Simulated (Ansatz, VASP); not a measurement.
**One calculation of LiF, two programs**

File INCAR:

```
SYSTEM = LiF
ALGO = Normal
EDIFF = 1E-7
ENCUT = 520
GGA = PE
ISIF = 2
ISMEAR = 0
LASPH = .True.
LCHARG = .True.
LELF = .True.
LREAL = .False.
LVHAR = .True.
LWAVE = .False.
NBANDS = 18
NELM = 80
PREC = Accurate
SIGMA = 0.05
```

Contents of KPOINTS:

```
k-points
0
Gamma
  9 9 6
  0 0 0
```

The input POSCAR:

```
LiF
1.0
    3.0774506209      0.0000000000      0.0000000000
   -1.5387253104      2.6651504166      0.0000000000
    0.0000000000      0.0000000000      5.0574823504
Li F
2 2
Direct
    0.3333333333      0.6666666667      0.4218720114
    0.6666666667      0.3333333333      0.9218720114
    0.3333333333      0.6666666667      0.9939266766
    0.6666666667      0.3333333333      0.4939266766
```

Input for Ansatz:

```yaml
crystal:
  lattice:
    - [3.0774506209, 0.0, 0.0]
    - [-1.5387253104, 2.6651504166, 0.0]
    - [0.0, 0.0, 5.0574823504]
  atoms:
    - { symbol: Li, position: [0.3333333333, 0.6666666667, 0.4218720114] }
    - { symbol: Li, position: [0.6666666667, 0.3333333333, 0.9218720114] }
    - { symbol: F, position: [0.3333333333, 0.6666666667, 0.9939266766] }
    - { symbol: F, position: [0.6666666667, 0.3333333333, 0.4939266766] }
basis:
  ecutwfc: 520.0
kpoints:
  mp_grid: { grid: [9, 9, 6] }
hamiltonian:
  xc: pbe
scf:
  occupations: { method: gaussian, width: 0.05 }
output:
  forces: true
  stress: true
  eigenvalues: true
  write_density: true
  write_potential: true
  elf: true
  volumetric_format: npy
```

Alike in both runs: task single point; functional PBE; k mesh 9 × 9 × 6; occupations gaussian, width 0.05 eV; no spin polarisation.

```csv
,VASP,Ansatz
version,VASP 6.6.1,Ansatz 0.2.0
potentials or method,"VASP PAW PBE potentials, release 64 (Li_sv, F), cutoff 520 eV","scalar-relativistic, plane waves, PAW"
valence electrons in the cell,20,20
```

|  | VASP | Ansatz | Ansatz less VASP |
| --- | --- | --- | --- |
| gap on the k mesh at the Fermi level (eV) | 7.45 | 7.47 | +0.013 |
| least direct gap on the mesh (eV) | 7.45 | 7.47 | +0.013 |
| rms of the force components (eV/Å) | 0.186 | 0.177 | -0.0085 |

Atom by atom the forces differ by 0.008 eV/Å (rms over components).

Noted on VASP's run: the cutoff is under 1.25 times that of the potentials, so the pressure is a little rough.
